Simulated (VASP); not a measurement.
# Al2Cu in VASP: a series of runs, part 2 of 2

VASP 6.6.1. Earlier steps stand in the parts before.

### 3 Single point, PBEsol

This run uses another cell than the first one, of 14.23 Å³/atom, 0.995 times its volume.

INCAR

```
ALGO = Normal
EDIFF = 1E-6
ENCUT = 520
GGA = PS
ISIF = 2
ISMEAR = 0
LASPH = T
LCHARG = T
LELF = T
LREAL = F
LVHAR = T
LWAVE = F
NBANDS = 36
NELM = 60
PREC = Accurate
SIGMA = 0.1
```

KPOINTS

```
k-points
0
Gamma
  6 7 7
```

POSCAR

```
Al2Cu
1.0
    6.0294940000      0.6790790000     -0.3609620000
    0.6949400000      4.6296310000     -0.4853750000
   -0.2281990000     -0.4012140000      4.7167760000
Al Cu
6 3
Direct
    0.4285056897      0.5781514316      0.6032586852
    0.1886156002      0.1487399712      0.5390826750
    0.6464746596      0.0509274392      0.7506612949
    0.5307853205      0.8079650355      0.1715114567
    0.9706482560      0.6759622224      0.3916735042
    0.0863362005      0.9189266520      0.9708282208
    0.3085634858      0.3634445812      0.0711692246
    0.8585383995      0.4862664506      0.8442770995
    0.7585802777      0.2406278017      0.2980576039
```

Potentials or basis: VASP PAW PBE potentials, release 64 (Al, Cu).

Run with:

```
cat potpaw_PBE.64/Al/POTCAR potpaw_PBE.64/Cu/POTCAR > POTCAR
mpirun -np 1 vasp_std > vasp.out
```

OUTCAR:

```text
EDIFF = 1E-6
   ENCUT = 520
   GGA = PS
   ISIF = 2
   ISMEAR = 0
   LASPH = T
   LREAL = F
   NELM = 60
   PREC = Accurate

 ion  position               nearest neighbor table
   1  0.429  0.578  0.603-   9 2.60   7 2.62   3 2.67   8 2.69   4 2.69   2 2.74   2 2.75   4 2.77
                             5 2.80   3 2.82   6 2.82   7 2.85
   2  0.189  0.149  0.539-   8 2.60   7 2.62   5 2.67   9 2.69   6 2.69   1 2.74   1 2.75   6 2.77
                             3 2.80   5 2.82   4 2.82   7 2.85
   3  0.646  0.051  0.751-   8 2.64   7 2.64   9 2.65   1 2.67   9 2.69   6 2.71   4 2.72   8 2.73
                             5 2.77   2 2.80   1 2.82   4 2.85
   4  0.531  0.808  0.172-   8 2.63   9 2.69   1 2.69   6 2.71   5 2.71   7 2.71   7 2.72   3 2.72
                             1 2.77   9 2.81   2 2.82   3 2.85
   5  0.971  0.676  0.392-   9 2.64   7 2.64   8 2.65   2 2.67   8 2.69   4 2.71   6 2.72   9 2.73
                             3 2.77   1 2.80   2 2.82   6 2.85
   6  0.086  0.919  0.971-   9 2.63   8 2.69   2 2.69   4 2.71   3 2.71   7 2.71   7 2.72   5 2.72
                             2 2.77   8 2.81   1 2.82   5 2.85
   7  0.309  0.363  0.071-   2 2.62   1 2.62   3 2.64   5 2.64   4 2.71   6 2.71   4 2.72   6 2.72
                             9 2.77   8 2.77   1 2.85   2 2.85
   8  0.859  0.486  0.844-   2 2.60   4 2.63   3 2.64   5 2.65   1 2.69   6 2.69   9 2.69   5 2.69
                             3 2.73   7 2.77   6 2.81
   9  0.759  0.241  0.298-   1 2.60   6 2.63   5 2.64   3 2.65   2 2.69   4 2.69   8 2.69   3 2.69
                             5 2.73   7 2.77   4 2.81

  LATTYP: Found a triclinic cell.
 ALAT       =    12.5236637085
 B/A-ratio  =     0.5301373959
 C/A-ratio  =     0.9913111815
 COS(alpha) =     0.0134174749
 COS(beta)  =     0.6928674430
 COS(gamma) =     0.7195436588

  Lattice vectors:

 A1 = (  11.8307890000,   0.9569440000,   3.9948520000)
 A2 = (   5.3345540000,  -3.9505520000,   0.1244130000)
 A3 = (   7.1911750000,   9.5371270000,   3.3850640000)

Analysis of symmetry for initial positions (statically):
=====================================================================
 Subroutine PRICEL returns:
 Original cell was already a primitive cell.

 Routine SETGRP: Setting up the symmetry group for a
 triclinic supercell.

 Subroutine GETGRP returns: Found  1 space group operations
 (whereof  1 operations were pure point group operations)
 out of a pool of  2 trial point group operations.

The static configuration has the point symmetry C_1 .

Analysis of symmetry for dynamics (positions and initial velocities):
=====================================================================
 Subroutine PRICEL returns:
 Original cell was already a primitive cell.

 Routine SETGRP: Setting up the symmetry group for a
 triclinic supercell.

 Subroutine GETGRP returns: Found  1 space group operations
 (whereof  1 operations were pure point group operations)
 out of a pool of  2 trial point group operations.

The dynamic configuration has the point symmetry C_1 .

 Subroutine INISYM returns: Found  1 space group operations
 (whereof  1 operations are pure point group operations),
 and found     1 'primitive' translations

----------------------------------------------------------------------------------------

                                     Primitive cell

  volume of cell :     128.0600

  direct lattice vectors                    reciprocal lattice vectors
     6.029494000  0.679079000 -0.360962000     0.169000351 -0.024731478  0.006072600
     0.694940000  4.629631000 -0.485375000    -0.023881301  0.221438316  0.017680395
[... 56 lines left out ...]
  0.000000  0.000000  0.000000      1.000000
  0.166667 -0.000000  0.000000      2.000000
  0.333333 -0.000000  0.000000      2.000000
  0.500000 -0.000000  0.000000      1.000000
 -0.000000  0.142857  0.000000      2.000000
  0.166667  0.142857  0.000000      2.000000
[... 16 lines left out ...]
  0.000000  0.000000  0.142857      2.000000
  0.166667 -0.000000  0.142857      2.000000
 [... further k-points ...]
   k-points           NKPTS =    148   k-points in BZ     NKDIM =    148   number of bands    NBANDS=     36
   number of dos      NEDOS =    301   number of ions     NIONS =      9
   total plane-waves  NPLWV =  62208
   dimension x,y,z NGX =    48 NGY =   36 NGZ =   36
   dimension x,y,z NGXF=    96 NGYF=   72 NGZF=   72
   ions per type =               6   3
   NGX,Y,Z   is equivalent  to a cutoff of  13.13, 12.72, 12.63 a.u.
   NGXF,Y,Z  is equivalent  to a cutoff of  26.26, 25.43, 25.26 a.u.
 SYSTEM =  unknown system
   PREC   = accura    normal or accurate (medium, high low for compatibility)
   ISTART =      0    job   : 0-new  1-cont  2-samecut
   ICHARG =      2    charge: 1-file 2-atom 10-const
   ISPIN  =      1    spin polarized calculation?
   LNONCOLLINEAR =      F non collinear calculations
   LSORBIT =      F    spin-orbit coupling
   LASPH  =      T    aspherical Exc in radial PAW
   ENCUT  =  520.0 eV  38.22 Ry    6.18 a.u.  11.30  8.75  8.81*2*pi/ulx,y,z
   NELM   =     60;   NELMIN=  2; NELMDL= -5     # of ELM steps
   EDIFF  = 0.1E-05   stopping-criterion for ELM
   LREAL  =      F    real-space projection
[... 7 lines left out ...]
   TEBEG  =    0.0;   TEEND  =   0.0 temperature during run
   PSTRESS=    0.0 pullay stress
   NELECT =      51.0000    total number of electrons
   NUPDOWN=      -1.0000    fix difference up-down
   EMIN   =  10.00;   EMAX   =-10.00  energy-range for DOS
   EFERMI =   0.00;   METHOD = LEGACY
   ISMEAR =     0;   SIGMA  =   0.10  broadening in eV -4-tet -1-fermi 0-gaus
   EFERMI_NEDOS =   21; number of points for ismear=-14 and -15
   IALGO  =     38    algorithm
   IMIX   =      4    mixing-type and parameters
     AMIX     =   0.40;   BMIX     =  1.00
     AMIX_MAG =   1.60;   BMIX_MAG =  1.00
  volume/ion in A,a.u.               =      14.23        96.02
  Fermi-wavevector in a.u.,A,eV,Ry     =   1.204464  2.276106 19.738414  1.450732
  Thomas-Fermi vector in A             =   2.340188
   LORBIT       =      0    0 simple, 1 ext, 2 COOP (PROOUT), +10 PAW based schemes
   GGA     = PS    functional components
   LHFCALC =     F    Hartree Fock is set to
   AEXX    =    0.0000 exact exchange contribution
   IVDW    =     0    specifies the selected vdW correction
   LEPSILON=     F    determine dielectric tensor
   LRPA    =     F    only Hartree local field effects (RPA)
 non-spin polarized calculation
 Gauss-broadening in eV      SIGMA  =   0.10
  energy-cutoff  :      520.00
  volume of cell :      128.06
 maximum number of plane-waves:      3464
 NGX is ok and might be reduce to    48
   NGX = 23   NGY = 17   NGZ = 17

 number of electron      51.0000009 magnetization

 Free energy of the ion-electron system (eV)
  ---------------------------------------------------
  ext. energy  EPLUGINS =         0.00000000
  ---------------------------------------------------
  free energy    TOTEN  =       -38.13169342 eV

  energy without entropy =      -38.11819519  energy(sigma->0) =      -38.12494430

 E-fermi :   8.4998     XC(G=0): -11.1698

 val. band max:        8.4992668758   @ k =   0.0000   0.0000   0.2857
 cond. band min:       8.5028025443   @ k =   0.5000   0.1429   0.2857
 fundamental gap:      0.0035356685
 Fermi energy:         8.4997788930

 k-point     1 :       0.0000    0.0000    0.0000
  band No.  band energies     occupation
      1      -2.7555      2.00000
      2       1.3867      2.00000
      3       1.4196      2.00000
      4       3.0062      2.00000
      5       3.1087      2.00000
      6       3.8317      2.00000
[... 925 lines left out ...]
     35      13.2794      0.00000
     36      13.3715      0.00000

 [... further k-points ...]
[... 5 lines left out ...]
  --------------------------------------------------------------------------------------
  -------------------------------------------------------------------------------------
  Total        0.9451889     -0.7296320      0.5175280     -0.1244099      0.2868525      0.0947922
  in kB       11.8253922     -9.1285291      6.4748656     -1.5565099      3.5888520      1.1859592
  external PRESSURE =       3.0572429 kB  Pullay stress =       0.0000000 kB

 VOLUME and BASIS-vectors are now :
 -----------------------------------------------------------------------------
  energy-cutoff  :      520.00
  volume of cell :      128.06
      direct lattice vectors                 reciprocal lattice vectors
     6.029494000  0.679079000 -0.360962000     0.169000351 -0.024731478  0.006072600
     0.694940000  4.629631000 -0.485375000    -0.023881301  0.221438316  0.017680395
    -0.228199000 -0.401214000  4.716776000     0.010475655  0.020894250  0.214293322

 POSITION                                       TOTAL-FORCE (eV/Angst)
 -----------------------------------------------------------------------------------
      2.84779      2.72558      2.41014         0.061476      0.011092      0.005426
      1.11760      0.60041      2.40245        -0.061591     -0.010816     -0.005457
      3.76201      0.37361      3.28263         0.090362     -0.007219      0.033575
      3.72272      4.03221      0.22522         0.078441      0.002179     -0.022815
      6.23289      3.63146      1.16897        -0.090460      0.007478     -0.033497
      0.93762      3.92341      4.10199        -0.078532     -0.001889      0.022846
      2.09681      1.86360      0.04790        -0.000086     -0.000556      0.000407
      5.32181      2.49551      3.43634        -0.002538     -0.005126      0.004195
      4.67306      1.50957      1.01526         0.002927      0.004858     -0.004681
 -----------------------------------------------------------------------------------
    total drift:                                0.000432     -0.001205     -0.000165

  FREE ENERGIE OF THE ION-ELECTRON SYSTEM (eV)
  ---------------------------------------------------
  free  energy   TOTEN  =       -38.1316934160 eV

  energy  without entropy=      -38.1181951920  energy(sigma->0) =      -38.12494430
```

Wall time 10 min (1 thread of Intel Xeon Platinum 8488C (Sapphire Rapids), shared host); peak memory 0.6 GiB.

What came out:

| Quantity | Value |
| --- | --- |
| Free energy | -38.1317 eV |
| Pressure | 0.3 GPa |
| Largest force | 0.097 eV/Å |

Forces on the atoms (eV/Å):
```
Al   0.061  0.011  0.005
Al  -0.062 -0.011 -0.005
Al   0.090 -0.007  0.034
Al   0.078  0.002 -0.023
Al  -0.090  0.007 -0.033
Al  -0.079 -0.002  0.023
Cu   0.000 -0.001  0.000
Cu  -0.003 -0.005  0.004
Cu   0.003  0.005 -0.005
```

Stress tensor (GPa, compression positive):
```
 1.18 -0.16  0.12
-0.16 -0.91  0.36
 0.12  0.36  0.65
```

Levels at points of the mesh, in eV from the Fermi level:
| k point | band 21 | band 22 | band 23 | band 24 | band 25 | band 26 | band 27 | band 28 | band 29 | band 30 |
| --- | --- | --- | --- | --- | --- | --- | --- | --- | --- | --- |
| (0.00, 0.00, 0.00) | -2.74 | -2.37 | -1.53 | -1.51 | -0.48 | -0.04 | 0.27 | 0.29 | 1.59 | 1.96 |
| (0.50, 0.00, 0.00) | -2.72 | -1.87 | -1.43 | -1.26 | -1.10 | -0.62 | -0.31 | 0.29 | 0.75 | 1.63 |

Caveat: the PAW data sets were made with another functional, which shifts forces and pressure a little.
